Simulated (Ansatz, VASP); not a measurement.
Ca2C: VASP beside Ansatz

```
C Ca
1.0
     0.00000    3.12858    3.12858
     3.12858    0.00000    3.12858
     3.12858    3.12858    0.00000
C Ca
1 2
Direct
  0.00000 0.00000 0.00000
  0.25000 0.25000 0.25000
  0.75000 0.75000 0.75000
```

Alike in both runs: task single point; functional PBE-based screened hybrid; k mesh 4 × 4 × 4; no spin polarisation.

|  | VASP | Ansatz |
| --- | --- | --- |
| version | VASP 6.6.1 | Ansatz 0.2.0 |
| potentials or method | VASP PAW PBE potentials, release 64 (C, Ca_sv) | plane waves |
| plane-wave cutoff (eV) | 520 | 420 |
| occupations | gaussian, width 0.01 eV | fixed |
| valence electrons in the cell | 24 | 24 |

|  | VASP | Ansatz | Ansatz less VASP |
| --- | --- | --- | --- |
| gap on the k mesh at the Fermi level (eV) | 0.69 | 0.69 | +0.006 |
| pressure (GPa) | 0.6 | 0.4 | -0.22 |

VASP's potentials were made for PBE, not for PBE-based screened hybrid. Ansatz's warnings: stress exchange threshold loose, stress scf threshold loose.

The k mesh is coarse, so the values compare programs but aren't converged.
